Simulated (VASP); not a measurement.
Input of a VASP 6.6.1 run:

File INCAR:

```
SYSTEM = Mg
ALGO = Fast
EDIFF = 1E-7
EDIFFG = -0.004
ENCUT = 600
GGA = CA
IBRION = 2
ISIF = 3
ISMEAR = 0
LASPH = .TRUE.
LCHARG = .FALSE.
LREAL = .FALSE.
LWAVE = .FALSE.
NELM = 80
NSW = 70
PREC = Accurate
PSTRESS = 300.0
SIGMA = 0.1
```

The input KPOINTS:

```
k-points
0
G
  20 20 20
  0 0 0
```

File POSCAR:

```
Mg
1.0
   -1.5499101558      1.5499101558      1.5499101558
    1.5499101558     -1.5499101558      1.5499101558
    1.5499101558      1.5499101558     -1.5499101558
Mg
1
Direct
    0.0000000000      0.0000000000      0.0000000000
```

Potentials or basis: VASP PAW LDA potentials, release 64 (Mg).

The run is started by

```console
$ cat potpaw_LDA.64/Mg/POTCAR > POTCAR
$ mpirun -np 1 vasp_std > vasp.out
```

What does it give for the relaxed cell?

a = 2.684 Å, b = 2.684 Å, c = 2.684 Å, α = 109.47°, β = 109.47°, γ = 109.47°.

Estimate the relaxed volume.

14.89 Å³/atom.

Final structure:
```yaml
crystal:
  lattice:
    - [-1.54971, 1.54971, 1.54971]
    - [1.54971, -1.54971, 1.54971]
    - [1.54971, 1.54971, -1.54971]
  atoms:
    - { symbol: Mg, position: [0.00000, 0.00000, 0.00000] }
```

Caveat: the cell is relaxed towards a set pressure, so the enthalpy falls and the energy may rise.
